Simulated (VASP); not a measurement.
# WC in VASP: single point with PBEsol

Aim: the single point of WC with PBEsol.

Program: VASP 6.6.1. These are calculated values, not measurements. Logs are shortened: lines on timing, memory, paths and dates and some standing lists are left out, and cuts for length are marked.

**1. The cell of the first run**

The cell holds a slab with vacuum, 16 atoms: a = 5.801 Å, b = 5.801 Å, c = 15.252 Å, α = 90.00°, β = 90.00°, γ = 120.00°.

**2. Single point, PBEsol**

The input, INCAR:

```
SYSTEM = WC
ALGO = Normal
EDIFF = 1E-6
ENCUT = 520
GGA = PS
ISIF = 2
ISMEAR = -1
LASPH = .TRUE.
LCHARG = .FALSE.
LREAL = Auto
LWAVE = .FALSE.
NBANDS = 86
NELM = 80
PREC = Accurate
SIGMA = 0.1
```

The input, KPOINTS:

```
k-points
0
G
  3 3 1
  0 0 0
```

The input, POSCAR:

```
WC
1.0
    5.8014000000      0.0000000000      0.0000000000
   -2.9007000000      5.0241600000      0.0000000000
    0.0000000000      0.0000000000     15.2518850000
W C
8 8
Direct
    0.0000000000      0.0000000000      0.0655656661
    0.0329817047      0.0258351645      0.2516738095
   -0.0000066282      0.5000039808      0.0655656661
   -0.0059123240      0.4768160250      0.2506706548
    0.5000000000      0.0000000000      0.0655656661
    0.5206733975      0.0107679692      0.2503100436
    0.5000106090      0.5000039808      0.0655656661
    0.5034182074      0.5051988790      0.2526376248
    0.3362498501      0.1759299067      0.1507420230
    0.3366606340      0.1734419286      0.3254024011
    0.3463613290      0.6773470590      0.1499552350
    0.3312509480      0.6738439859      0.3198030932
    0.8389843799      0.1771241362      0.1487816096
    0.8561186470      0.1748152925      0.3277758782
    0.8234478076      0.6667184166      0.1502240543
    0.8361850283      0.6727492755      0.3188196082
```

Potentials or basis: VASP PAW PBE potentials, release 64 (W_sv, C).

Started as:

```bash
> cat potpaw_PBE.64/W_sv/POTCAR potpaw_PBE.64/C/POTCAR > POTCAR
> mpirun -np 1 vasp_std > vasp.out
```

OUTCAR:

```text
SYSTEM = WC
   EDIFF = 1E-6
   ENCUT = 520
   GGA = PS
   ISIF = 2
   ISMEAR = -1
   LASPH = .TRUE.
   LREAL = Auto
   NELM = 80
   PREC = Accurate

 ion  position               nearest neighbor table
   1  0.000  0.000  0.066-  15 2.12  13 2.12   9 2.13   2 2.84   3 2.90   7 2.90   5 2.90   5 2.90
                             7 2.90   3 2.90
   2  0.033  0.026  0.252-  10 1.90  14 2.01  16 2.05   9 2.17  13 2.34  15 2.38   4 2.74   8 2.76
                             1 2.84   6 2.87   6 2.93   8 3.05   4 3.08
   3  1.000  0.500  0.066-  13 2.06  15 2.15  11 2.16   4 2.83   7 2.90   1 2.90   5 2.90   5 2.90
                             1 2.90   7 2.90
   4  0.994  0.477  0.251-  14 1.92  12 2.00  16 2.06  13 2.16  11 2.35  15 2.37   6 2.73   2 2.74
                             3 2.83   8 2.88   8 2.93   6 3.08   2 3.08
   5  0.500  0.000  0.066-  11 2.07  13 2.12   9 2.15   6 2.82   3 2.90   7 2.90   1 2.90   1 2.90
                             7 2.90   3 2.90
   6  0.521  0.011  0.250-  12 2.00  14 2.06  10 2.09  13 2.23  11 2.27   9 2.32   4 2.73   5 2.82
                             2 2.87   8 2.88   8 2.92   2 2.93   4 3.08
   7  0.500  0.500  0.066-  15 2.08   9 2.08  11 2.10   8 2.85   3 2.90   1 2.90   5 2.90   5 2.90
                             1 2.90   3 2.90
   8  0.503  0.505  0.253-  16 1.95  12 2.00  10 2.00  15 2.24   9 2.27  11 2.28   2 2.76   7 2.85
                             4 2.88   6 2.88   6 2.92   4 2.93   2 3.05
   9  0.336  0.176  0.151-   7 2.08   1 2.13   5 2.15   2 2.17   8 2.27   6 2.32
  10  0.337  0.173  0.325-   2 1.90   8 2.00   6 2.09
  11  0.346  0.677  0.150-   5 2.07   7 2.10   3 2.16   6 2.27   8 2.28   4 2.35
  12  0.331  0.674  0.320-   8 2.00   6 2.00   4 2.00
  13  0.839  0.177  0.149-   3 2.06   1 2.12   5 2.12   4 2.16   6 2.23   2 2.34
  14  0.856  0.175  0.328-   4 1.92   2 2.01   6 2.06
  15  0.823  0.667  0.150-   7 2.08   1 2.12   3 2.15   8 2.24   4 2.37   2 2.38
  16  0.836  0.673  0.319-   8 1.95   2 2.05   4 2.06

  LATTYP: Found a hexagonal cell.
 ALAT       =     5.8014000000
 C/A-ratio  =     2.6290007584

  Lattice vectors:

 A1 = (   5.8014000000,   0.0000000000,   0.0000000000)
 A2 = (  -2.9007000000,   5.0241600000,   0.0000000000)
 A3 = (   0.0000000000,   0.0000000000,  15.2518850000)

Analysis of symmetry for initial positions (statically):
=====================================================================
 Subroutine PRICEL returns:
 Original cell was already a primitive cell.

 Routine SETGRP: Setting up the symmetry group for a
 hexagonal supercell.

 Subroutine GETGRP returns: Found  1 space group operations
 (whereof  1 operations were pure point group operations)
 out of a pool of 24 trial point group operations.

The static configuration has the point symmetry C_1 .

[... 130 lines left out ...]
   PSTRESS=    0.0 pullay stress
   NELECT =     144.0000    total number of electrons
   NUPDOWN=      -1.0000    fix difference up-down
   EMIN   =  10.00;   EMAX   =-10.00  energy-range for DOS
   EFERMI =   0.00;   METHOD = LEGACY
   ISMEAR =    -1;   SIGMA  =   0.10  broadening in eV -4-tet -1-fermi 0-gaus
   EFERMI_NEDOS =   21; number of points for ismear=-14 and -15
   IALGO  =     38    algorithm
   IMIX   =      4    mixing-type and parameters
     AMIX     =   0.40;   BMIX     =  1.00
     AMIX_MAG =   1.60;   BMIX_MAG =  1.00
  volume/ion in A,a.u.               =      27.78       187.50
  Fermi-wavevector in a.u.,A,eV,Ry     =   1.124318  2.124652 17.198994  1.264090
  Thomas-Fermi vector in A             =   2.260989
   LORBIT       =      0    0 simple, 1 ext, 2 COOP (PROOUT), +10 PAW based schemes
   GGA     = PS    functional components
   LHFCALC =     F    Hartree Fock is set to
   AEXX    =    0.0000 exact exchange contribution
   IVDW    =     0    specifies the selected vdW correction
   LEPSILON=     F    determine dielectric tensor
   LRPA    =     F    only Hartree local field effects (RPA)
 non-spin polarized calculation
  energy-cutoff  :      520.00
  volume of cell :      444.55
 maximum number of plane-waves:     11985
 NGX is ok and might be reduce to    48
   NGX = 21   NGY = 21   NGZ = 57

 number of electron     144.0000000 magnetization

 Free energy of the ion-electron system (eV)
  ---------------------------------------------------
  ext. energy  EPLUGINS =         0.00000000
  ---------------------------------------------------
  free energy    TOTEN  =      -171.75300042 eV

  energy without entropy =     -171.61979699  energy(sigma->0) =     -171.68639871

 E-fermi :   0.7986     XC(G=0):  -6.4296

 val. band max:        0.4914342907   @ k =   0.3333   0.3333   0.0000
 cond. band min:       0.8275106302   @ k =   0.0000   0.0000   0.0000
 fundamental gap:      0.3360763394
 Fermi energy:         0.7986154118

 k-point     1 :       0.0000    0.0000    0.0000
  band No.  band energies     occupation
      1     -73.3392      2.00000
      2     -73.2188      2.00000
      3     -73.2074      2.00000
      4     -73.1682      2.00000
      5     -73.1648      2.00000
      6     -73.1630      2.00000
[... 424 lines left out ...]
     83       3.1392      0.00000
     84       3.1713      0.00000
 [bands above 84 left out]

------------------------ aborting loop because EDIFF is reached ----------------------------------------

  FORCE on cell =-STRESS in cart. coord.  units (eV):
  Direction    XX          YY          ZZ          XY          YZ          ZX
  --------------------------------------------------------------------------------------
  -------------------------------------------------------------------------------------
  Total        4.8895457      8.4611597      4.6151706      2.0530590     -2.2202972      0.3291969
  in kB       17.6221662     30.4944412     16.6333048      7.3993271     -8.0020617      1.1864420
  external PRESSURE =      21.5833041 kB  Pullay stress =       0.0000000 kB

 VOLUME and BASIS-vectors are now :
 -----------------------------------------------------------------------------
  energy-cutoff  :      520.00
  volume of cell :      444.55
      direct lattice vectors                 reciprocal lattice vectors
     5.801400000  0.000000000  0.000000000     0.172372186  0.099519124  0.000000000
    -2.900700000  5.024160000  0.000000000     0.000000000  0.199038247  0.000000000
     0.000000000  0.000000000 15.251885000     0.000000000  0.000000000  0.065565666

 POSITION                                       TOTAL-FORCE (eV/Angst)
 -----------------------------------------------------------------------------------
      0.00000      0.00000      1.00000         0.177385     -0.001715     -0.144949
      0.11640      0.12980      3.83850        -2.415007     -4.011086     -0.386288
      4.35100      2.51210      1.00000        -0.119262      0.681917     -0.374208
      4.38400      2.39560      3.82320        -0.839356      4.787031     -0.239056
      2.90070      0.00000      1.00000        -0.034901      0.349743     -0.335002
      2.98940      0.05410      3.81770        -1.367279     -0.742026      0.935829
[... 8 lines left out ...]
      2.84320      3.34970      2.29120         1.110942      0.140933      0.200696
      2.89960      3.38000      4.86260         1.023939      0.241122      0.151809
 -----------------------------------------------------------------------------------
    total drift:                               -0.002966      0.012790     -0.003671

  FREE ENERGIE OF THE ION-ELECTRON SYSTEM (eV)
  ---------------------------------------------------
  free  energy   TOTEN  =      -171.7530004164 eV

  energy  without entropy=     -171.6197969936  energy(sigma->0) =     -171.68639871
```

OSZICAR:

```text
N       E                     dE             d eps       ncg     rms          rms(c)
DAV:   1     0.172428492346E+04    0.17243E+04   -0.84953E+04  1036   0.160E+03
DAV:   2    -0.837356108116E+02   -0.18080E+04   -0.17661E+04   994   0.489E+02
DAV:   3    -0.191295624261E+03   -0.10756E+03   -0.10303E+03  1048   0.117E+02
DAV:   4    -0.196582506748E+03   -0.52869E+01   -0.52069E+01  1104   0.239E+01
[... 19 lines left out ...]
DAV:  24    -0.171752984449E+03   -0.42808E-04   -0.22187E-06   628   0.587E-03    0.212E-03
DAV:  25    -0.171752996332E+03   -0.11882E-04   -0.10927E-06   612   0.330E-03    0.721E-04
DAV:  26    -0.171752999069E+03   -0.27374E-05   -0.28358E-07   548   0.181E-03    0.385E-04
DAV:  27    -0.171753000250E+03   -0.11807E-05   -0.14064E-07   548   0.108E-03    0.324E-04
DAV:  28    -0.171753000416E+03   -0.16678E-06   -0.38294E-08   502   0.649E-04
   1 F= -.17175300E+03 E0= -.17168640E+03  d E =-.133203E+00
```

Wall time 21 min (1 thread of Intel Xeon 8259CL, shared host); peak memory 0.63 GiB.

What came out:

```yaml
Free_energy: -171.7530 eV
Largest_force: 4.866 eV/Å
Band_gap_on_the_k_mesh: zero (bands 72 and 73 overlap by 0.60 eV)
```

Forces in eV/Å, atoms in the order of the input:
```
W    0.177 -0.002 -0.145
W   -2.415 -4.011 -0.386
W   -0.119  0.682 -0.374
W   -0.839  4.787 -0.239
W   -0.035  0.350 -0.335
W   -1.367 -0.742  0.936
W   -0.010  0.399 -0.622
W    0.606  0.574 -1.162
C    0.578 -0.290 -0.069
C    1.877  0.244  0.741
C   -0.458 -0.676  0.435
C    0.289  0.128  0.549
C    0.278 -0.765  0.156
C   -0.695 -1.060  0.163
C    1.111  0.141  0.201
C    1.024  0.241  0.152
```

Levels at points of the mesh, in eV from the Fermi level:
```
           k point  band 68  band 69  band 70  band 71  band 72  band 73  band 74  band 75  band 76  band 77
(0.00, 0.00, 0.00)    -1.03     0.03     0.14     0.27     0.30     0.34     1.02     1.18     1.35     1.41
```

Caveat: the k points lie up to 0.42 Å⁻¹ apart, too coarse for converged energies and pressures of a metal; the atoms stand as in a frame of molecular dynamics; there is no dipole correction, which matters where the two faces differ; the PAW data sets were made with another functional, which shifts forces and pressure a little; spin-orbit coupling is left out, which moves the levels of the heavy elements.

The gap in the log of VASP goes by the Fermi energy; the results here count the filled bands.